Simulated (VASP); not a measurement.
A run of VASP 6.6.1:

Contents of INCAR:

```
PREC = Accurate ; ENCUT = 520
EDIFF = 1E-7 ; ISMEAR = -1
SIGMA = 0.08 ; LREAL = F
LASPH = T ; NELM = 80
ALGO = Normal ; ISIF = 2
LWAVE = F ; LCHARG = T
GGA = PE ; LELF = T
LVHAR = T ; NBANDS = 16
```

The input KPOINTS:

```
Automatic mesh
0
Gamma
  9 9 5
```

POSCAR

```
Rb
1.0
    4.0544494417      0.0000000000      0.0000000000
   -2.0272247208      3.5112562149      0.0000000000
    0.0000000000      0.0000000000      6.6893269505
Rb
2
Direct
    0.3333333333      0.6666666667      0.2500000000
    0.6666666667      0.3333333333      0.7500000000
```

Potentials or basis: VASP PAW PBE potentials, release 64 (Rb_sv).

Launch:

```console
$ cat potpaw_PBE.64/Rb_sv/POTCAR > POTCAR
$ mpirun -np 1 vasp_std > vasp.out
```

Hardware: 1 thread of Intel(R) Xeon(R) 6975P-C (Granite Rapids), with other jobs on the host.

Estimate the wall time of this run.

It took 21 s on 1 thread of Intel(R) Xeon(R) 6975P-C (Granite Rapids), on a shared host, peak memory 0.21 GiB. Counts: scf iterations 12, k points 36.
